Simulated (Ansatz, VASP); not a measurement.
## H: VASP beside Ansatz

```xyz
4
Lattice="3.9361 0.0000 0.0000 -1.9681 3.4088 0.0000 0.0000 0.0000 5.0467" Properties=species:S:1:pos:R:3 pbc="T T T"
H     0.0000    2.2725    0.8907
H     1.9681    1.1363    3.4140
H     1.9681    1.1363    4.1559
H     0.0000    2.2725    1.6326
```

Change from the starting cell: strain +0.025 along x and y, +0.000 along z, atoms carried along.

Alike in both runs: task single point; functional PBE; k mesh 9 × 9 × 6; occupations gaussian, width 0.05 eV; no spin polarisation.

```csv
,VASP,Ansatz
version,VASP 6.6.1,Ansatz 0.2.0
potentials or method,"VASP PAW PBE potentials, release 64 (H), cutoff 520 eV","scalar-relativistic, plane waves, PAW"
valence electrons in the cell,4,4
```

```csv
,VASP,Ansatz,Ansatz less VASP
gap on the k mesh at the Fermi level (eV),9.53,9.53,-0.002
least direct gap on the mesh (eV),9.53,9.53,-0.002
pressure (GPa),0.2,0.4,+0.16
"traceless stress, the component that is largest in VASP (GPa)",0.68,0.74,+0.054
rms of the force components (eV/Å),0.174,0.182,+0.0075
```

Atom by atom the forces differ by 0.007 eV/Å (rms over components).
